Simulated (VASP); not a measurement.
# ZrO2 (P4_2/nmc) in VASP: vibrations by perturbation theory with PBE

Aim: the vibrations by perturbation theory of ZrO2 with PBE.

All numbers are computed with VASP 6.6.1; they aren't measurements. Logs are shortened: lines on timing, memory, paths and dates and some standing lists are left out, and cuts for length are marked.

## 1. The cell of the first run

The structure is tetragonal, space group P4_2/nmc (No. 137). Conventional cell: a = 3.480 Å, b = 3.480 Å, c = 4.937 Å, α = 90.00°, β = 90.00°, γ = 90.00°. Zr (site symmetry -4m2) has 8 O at 2.08 to 2.19 Å within 2.8 Å. Within 2.8 Å of O (site symmetry 2mm) lie 4 Zr at 2.08 to 2.19 Å and 6 O at 2.47 Å.

## 2. Vibrations by perturbation theory, PBE

The input, INCAR:

```
SYSTEM = ZrO2
PREC = Accurate
ENCUT = 600
EDIFF = 1E-8
ISMEAR = 0
SIGMA = 0.01
LREAL = .FALSE.
LASPH = .TRUE.
NELM = 120
ALGO = Normal
ISIF = 2
LWAVE = .FALSE.
LCHARG = .TRUE.
GGA = PE
NBANDS = 33
IBRION = 8
NSW = 1
LEPSILON = .TRUE.
GGA_COMPAT = .FALSE.
KPAR = 4
```

The input, KPOINTS:

```
regular mesh
0
G
  8 8 6
  0 0 0
```

The input, POSCAR:

```
ZrO2
1.0
    3.4803580945      0.0000000000      0.0000000000
    0.0000000000      3.4803580945      0.0000000000
    0.0000000000      0.0000000000      4.9373352066
Zr O
2 4
Direct
    0.0000000000      0.0000000000      0.0000000000
    0.5000000000      0.5000000000      0.5000000000
    0.0000000000      0.5000000000      0.2299615439
    0.0000000000      0.5000000000      0.7299615439
    0.5000000000      0.0000000000      0.2700384561
    0.5000000000      0.0000000000      0.7700384561
```

Potentials or basis: VASP PAW PBE potentials, release 64 (Zr_sv, O).

Command:

```bash
$ cat potpaw_PBE.64/Zr_sv/POTCAR potpaw_PBE.64/O/POTCAR > POTCAR
$ mpirun -np 4 vasp_std > vasp.out
```

OUTCAR:

```text
SYSTEM = ZrO2
   PREC = Accurate
   ENCUT = 600
   EDIFF = 1E-8
   ISMEAR = 0
   LREAL = .FALSE.
   LASPH = .TRUE.
   NELM = 120
   ISIF = 2
   GGA = PE
   IBRION = 8
   NSW = 1
   LEPSILON = .TRUE.

 ion  position               nearest neighbor table
   1  0.000  0.000  0.000-   3 2.08   6 2.08   3 2.08   6 2.08   5 2.19   4 2.19   5 2.19   4 2.19
                             2 3.49   2 3.49   2 3.49   2 3.49   2 3.49   2 3.49   2 3.49   2 3.49
   2  0.500  0.500  0.500-   4 2.08   5 2.08   5 2.08   4 2.08   3 2.19   6 2.19   3 2.19   6 2.19
                             1 3.49   1 3.49   1 3.49   1 3.49   1 3.49   1 3.49   1 3.49   1 3.49
   3  0.000  0.500  0.230-   1 2.08   1 2.08   2 2.19   2 2.19
   4  0.000  0.500  0.730-   2 2.08   2 2.08   1 2.19   1 2.19
   5  0.500  0.000  0.270-   2 2.08   2 2.08   1 2.19   1 2.19
   6  0.500  0.000  0.770-   1 2.08   1 2.08   2 2.19   2 2.19

  LATTYP: Found a simple tetragonal cell.
 ALAT       =     3.4803580945
 C/A-ratio  =     1.4186285068

  Lattice vectors:

 A1 = (   3.4803580945,   0.0000000000,   0.0000000000)
 A2 = (   0.0000000000,   3.4803580945,   0.0000000000)
 A3 = (   0.0000000000,   0.0000000000,   4.9373352066)

Analysis of symmetry for initial positions (statically):
=====================================================================
 Subroutine PRICEL returns:
[... 1207 lines left out ...]
  2X     0.516314    0.000000    0.000000  -11.801177    0.000000    0.000000    2.098569    0.000000    0.000000    7.976593    0.000000    0.000000    0.588782    0.000000    0.000000    0.620919    0.000000    0.000000
  2Y     0.000000    0.516314    0.000000    0.000000  -11.801177    0.000000    0.000000    0.620919    0.000000    0.000000    0.588782    0.000000    0.000000    7.976593    0.000000    0.000000    2.098569    0.000000
  2Z     0.000000    0.000000   19.813120    0.000000    0.000000  -31.490571    0.000000    0.000000    1.194691    0.000000    0.000000    4.644035    0.000000    0.000000    4.644035    0.000000    0.000000    1.194691
  3X     0.569721    0.000000    0.000000    2.083053    0.000000    0.000000  -12.295954    0.000000    0.000000    1.259043    0.000000    0.000000    7.915572    0.000000    0.000000    0.468565    0.000000    0.000000
  3Y     0.000000    7.955431    0.000000    0.000000    0.620815    0.000000    0.000000  -19.068586    0.000000    0.000000    1.252270    0.000000    0.000000    8.779578    0.000000    0.000000    0.460492    0.000000
  3Z     0.000000    0.000000    4.642177    0.000000    0.000000    1.199293    0.000000    0.000000  -16.529581    0.000000    0.000000   12.809242    0.000000    0.000000   -3.134737    0.000000    0.000000    1.013606
  4X     0.620815    0.000000    0.000000    7.955431    0.000000    0.000000    1.252270    0.000000    0.000000  -19.068586    0.000000    0.000000    0.460492    0.000000    0.000000    8.779578    0.000000    0.000000
  4Y     0.000000    2.083053    0.000000    0.000000    0.569721    0.000000    0.000000    1.259043    0.000000    0.000000  -12.295954    0.000000    0.000000    0.468565    0.000000    0.000000    7.915572    0.000000
  4Z     0.000000    0.000000    1.199293    0.000000    0.000000    4.642177    0.000000    0.000000   12.809242    0.000000    0.000000  -16.529581    0.000000    0.000000    1.013606    0.000000    0.000000   -3.134737
  5X     2.083053    0.000000    0.000000    0.569721    0.000000    0.000000    7.915572    0.000000    0.000000    0.468565    0.000000    0.000000  -12.295954    0.000000    0.000000    1.259043    0.000000    0.000000
  5Y     0.000000    0.620815    0.000000    0.000000    7.955431    0.000000    0.000000    8.779578    0.000000    0.000000    0.460492    0.000000    0.000000  -19.068586    0.000000    0.000000    1.252270    0.000000
  5Z     0.000000    0.000000    1.199293    0.000000    0.000000    4.642177    0.000000    0.000000   -3.134737    0.000000    0.000000    1.013606    0.000000    0.000000  -16.529581    0.000000    0.000000   12.809242
  6X     7.955431    0.000000    0.000000    0.620815    0.000000    0.000000    0.460492    0.000000    0.000000    8.779578    0.000000    0.000000    1.252270    0.000000    0.000000  -19.068586    0.000000    0.000000
  6Y     0.000000    0.569721    0.000000    0.000000    2.083053    0.000000    0.000000    0.468565    0.000000    0.000000    7.915572    0.000000    0.000000    1.259043    0.000000    0.000000  -12.295954    0.000000
  6Z     0.000000    0.000000    4.642177    0.000000    0.000000    1.199293    0.000000    0.000000    1.013606    0.000000    0.000000   -3.134737    0.000000    0.000000   12.809242    0.000000    0.000000  -16.529581

 Eigenvectors and eigenvalues of the dynamical matrix
 ----------------------------------------------------

   1 f  =   22.616737 THz   142.105147 2PiTHz  754.413126 cm-1    93.535264 meV
             X         Y         Z           dx          dy          dz
      0.000000  0.000000  0.000000     0.000000   -0.000000    0.000000
      1.740179  1.740179  2.468668    -0.000000   -0.000000    0.000000
      0.000000  1.740179  1.135397    -0.000000    0.000000   -0.500000
      0.000000  1.740179  3.604065     0.000000    0.000000    0.500000
      1.740179  0.000000  1.333270     0.000000   -0.000000   -0.500000
      1.740179  0.000000  3.801938    -0.000000    0.000000    0.500000
[... 145 lines left out ...]
  18 f/i=    0.011962 THz     0.075161 2PiTHz    0.399020 cm-1     0.049472 meV
             X         Y         Z           dx          dy          dz
      0.000000  0.000000  0.000000    -0.137386   -0.592249    0.000000
      1.740179  1.740179  2.468668    -0.137386   -0.592249    0.000000
      0.000000  1.740179  1.135397    -0.057718   -0.248599    0.000000
      0.000000  1.740179  3.604065    -0.057668   -0.248813    0.000000
      1.740179  0.000000  1.333270    -0.057718   -0.248599    0.000000
      1.740179  0.000000  3.801938    -0.057668   -0.248813    0.000000

--------------------------------------------------------------------------------------------------------

 MACROSCOPIC STATIC DIELECTRIC TENSOR IONIC CONTRIBUTION
 ------------------------------------------------------
          20.148240     0.000000    -0.000000
           0.000000    20.148240    -0.000000
          -0.000000    -0.000000    16.198319
 ------------------------------------------------------

 ELASTIC MODULI CONTR FROM IONIC RELAXATION (kBar)
 Direction    XX          YY          ZZ          XY          YZ          ZX
 --------------------------------------------------------------------------------
 XX        -894.2588    572.7842   -421.9652      0.0000     -0.0000      0.0000
 YY         572.7842   -894.2588   -421.9652      0.0000      0.0000     -0.0000
 ZZ        -421.9652   -421.9652  -1107.7368      0.0000      0.0000      0.0000
 XY           0.0000      0.0000      0.0000      0.0000      0.0000      0.0000
 YZ          -0.0000      0.0000      0.0000      0.0000   -740.0446      0.0000
 ZX           0.0000     -0.0000      0.0000      0.0000     -0.0000   -776.0671
 --------------------------------------------------------------------------------

 PIEZOELECTRIC TENSOR IONIC CONTR  for field in x, y, z        (C/m^2)
          XX          YY          ZZ          XY          YZ          ZX
  --------------------------------------------------------------------------------
  x    -0.00000    -0.00000    -0.00000     0.00000     0.00000     0.00000
  y     0.00000     0.00000     0.00000     0.00000     0.00000    -0.00000
  z     0.00000    -0.00000    -0.00000     0.00000     0.00000     0.00000
```

stdout:

```text
POSCAR found type information on POSCAR ZrO
 POSCAR found :  2 types and       6 ions
 scaLAPACK will be used
 LDA part: xc-table for (Slater+PW92), standard interpolation
 POSCAR, INCAR and KPOINTS ok, starting setup
 FFT: planning ... GRIDC
 FFT: planning ... GRID_SOFT
 FFT: planning ... GRID
 WAVECAR not read
[... 36 lines left out ...]
 first order change of Fermi-energy  -0.24889E+00
 force on displaced ion       3 direction 1 : -12.296   0.000   0.001
 Born effective charge ion    3 direction 1 :  -2.550   0.000  -0.000
 Linear response progress:
 first order change of Fermi-energy  -0.22804E+00
 force on displaced ion       3 direction 2 :   0.000 -19.069  -0.004
 Born effective charge ion    3 direction 2 :   0.000  -3.223   0.000
 Linear response progress:
 first order change of Fermi-energy   0.59820E+00
 force on displaced ion       3 direction 3 :   0.000   0.000 -16.530
 Born effective charge ion    3 direction 3 :   0.000   0.000  -2.796
 Born effective charges drift removed
 Linear response finished
```

Run time: 12 min. Hardware: 4 MPI ranks of Intel Xeon 6975P-C (Granite Rapids), shared host; peak memory 0.75 GiB.

Results:

- Electronic dielectric tensor (diagonal): 5.70, 5.70, 5.55
- Born charges (mean of the diagonal): Zr +5.71; O -2.86 e
- Highest phonon frequency at Γ, LO-TO splitting left out: 754 cm⁻¹

Phonon frequencies in cm⁻¹ (negative: imaginary):
```
              q point                                                        frequencies
(0.000, 0.000, 0.000)  0 0 0 165 173 173 286 286 366 386 449 449 586 586 658 693 693 754
```

Electronic dielectric tensor:
```
5.70 0.00 0.00
0.00 5.70 0.00
0.00 0.00 5.55
```

Born effective charge tensors (e):
atom 1, Zr
```
5.77 0.00 0.00
0.00 5.77 0.00
0.00 0.00 5.59
```
atom 2, Zr
```
5.77 0.00 0.00
0.00 5.77 0.00
0.00 0.00 5.59
```
atom 3, O
```
-2.55  0.00  0.00
 0.00 -3.22  0.00
 0.00  0.00 -2.80
```
atom 4, O
```
-3.22  0.00  0.00
 0.00 -2.55  0.00
 0.00  0.00 -2.80
```
atom 5, O
```
-2.55  0.00  0.00
 0.00 -3.22  0.00
 0.00  0.00 -2.80
```
atom 6, O
```
-3.22  0.00  0.00
 0.00 -2.55  0.00
 0.00  0.00 -2.80
```

Caveat: the cell stands under pressure or tension, which shifts response properties.
